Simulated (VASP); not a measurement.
Crystal: HfB.

```
Hf B
1.0
     0.00000    2.35531    2.35531
     2.35531    0.00000    2.35531
     2.35531    2.35531    0.00000
Hf B
1 1
Direct
  0.50000 0.50000 0.50000
  0.00000 0.00000 0.00000
```

Base run:

- Program: VASP 6.6.1
- Functional: PBE
- Potentials or basis: VASP PAW PBE potentials, release 64 (Hf_pv, B)
- Cutoff: 520 eV
- k mesh: 10 × 10 × 10
- Occupations: fermi-dirac, width 0.05 eV
- Spin: no spin polarisation

Its results: pressure 15.6 GPa.

The run is repeated on the same cell with these changes: functional from PBE to r2SCAN. What comes out?

Pressure 14.7 GPa.

Caveats: the PAW data sets were made with another functional, which shifts forces and pressure a little (some runs).
